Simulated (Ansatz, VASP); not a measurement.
# Two plane-wave programs on BaHfO3

File INCAR:

```
  PREC = Accurate
  ENCUT = 600
  EDIFF = 1E-6
  ISMEAR = 0
  SIGMA = 0.1
  LREAL = False
  LASPH = True
  NELM = 120
  ALGO = Normal
  ISIF = 2
  LWAVE = False
  LCHARG = False
  GGA = PE
  NBANDS = 27
  GGA_COMPAT = False
```

KPOINTS

```
regular mesh
0
Gamma
  4 4 4
```

The input POSCAR:

```
BaHfO3
1.0
    4.1695667999      0.0000000000      0.0000000000
    0.0000000000      4.1695667999      0.0000000000
    0.0000000000      0.0000000000      4.1703766343
Ba Hf O
1 1 3
Direct
    0.5000000000      0.5000000000      0.9964249600
    0.0000000000      0.0000000000      0.4978753300
    0.0000000000      0.5000000000      0.4988901400
    0.5000000000      0.0000000000      0.4988901400
    0.0000000000      0.0000000000      0.9979412200
```

Input for Ansatz:

```yaml
crystal:
  lattice:
    - [4.1695667999, 0.0, 0.0]
    - [0.0, 4.1695667999, 0.0]
    - [0.0, 0.0, 4.1703766343]
  atoms:
    - { symbol: Ba, position: [0.5, 0.5, 0.99642496] }
    - { symbol: Hf, position: [0.0, 0.0, 0.49787533] }
    - { symbol: O, position: [0.0, 0.5, 0.49889014] }
    - { symbol: O, position: [0.5, 0.0, 0.49889014] }
    - { symbol: O, position: [0.0, 0.0, 0.99794122] }
basis:
  ecutwfc: 420
kpoints:
  mp_grid: { grid: [4, 4, 4] }
hamiltonian:
  xc: pbe
scf:
  occupations: { method: gaussian, width: 0.1 }
output:
  forces: true
  stress: true
  eigenvalues: true
```

Alike in both runs: task single point; functional PBE; k mesh 4 × 4 × 4; occupations gaussian, width 0.1 eV; no spin polarisation.

|  | VASP | Ansatz |
| --- | --- | --- |
| version | VASP 6.6.1 | Ansatz 0.2.0 |
| potentials or method | VASP PAW PBE potentials, release 64 (Ba_sv, Hf_pv, O), cutoff 600 eV | scalar-relativistic, plane waves, PAW |
| valence electrons in the cell | 38 | 54 |

Ansatz gave:

* gap on the k mesh at the Fermi level (eV): 3.67
* least direct gap on the mesh (eV): 3.77
* pressure (GPa): 4.3
* rms of the force components (eV/Å): 0.009

Q: Estimate VASP's values.

A: gap on the k mesh at the Fermi level (eV): 3.58; least direct gap on the mesh (eV): 3.80; pressure (GPa): 3.6; rms of the force components (eV/Å): 0.011.

Atom by atom the forces differ by 0.002 eV/Å (rms over components). VASP's potentials hold 38 valence electrons a cell and Ansatz's 54, so a difference there can come from the potentials and not from the codes.

Neither program's run includes spin-orbit coupling.
